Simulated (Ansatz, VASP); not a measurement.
**One calculation of ZrOF2, two programs**

```
CELL_PARAMETERS angstrom
3.95114 0.00000 0.00000
-1.97557 3.42179 0.00000
0.00000 0.00000 3.96631
ATOMIC_POSITIONS crystal
Zr 0.00000 0.00000 0.00000
O 0.00000 0.00000 0.50000
F 0.33333 0.66667 0.00000
F 0.66667 0.33333 0.00000
```

Change from the starting cell: species swapped into the LiVSe2 type (P-3m1, No. 164).

Alike in both runs: functional PBE; k mesh 6 × 6 × 6; occupations gaussian, width 0.02 eV; no spin polarisation.

Ansatz relaxed the structure, and its values are those at the end. VASP's run is a single point on that final structure, the one shown.

|  | VASP | Ansatz |
| --- | --- | --- |
| version | VASP 6.6.1 | Ansatz 0.2.0 |
| potentials or method | VASP PAW PBE potentials, release 64 (Zr_sv, O, F), cutoff 520 eV | scalar-relativistic, plane waves, PAW |
| valence electrons in the cell | 32 | 32 |

|  | VASP | Ansatz | Ansatz less VASP |
| --- | --- | --- | --- |
| gap on the k mesh at the Fermi level (eV) | 3.57 | 3.58 | +0.010 |
| least direct gap on the mesh (eV) | 3.61 | 3.62 | +0.010 |
| pressure (GPa) | 0.2 | 0.0 | -0.15 |

With one functional, cell and mesh, what is left measures potentials, basis and numerics.
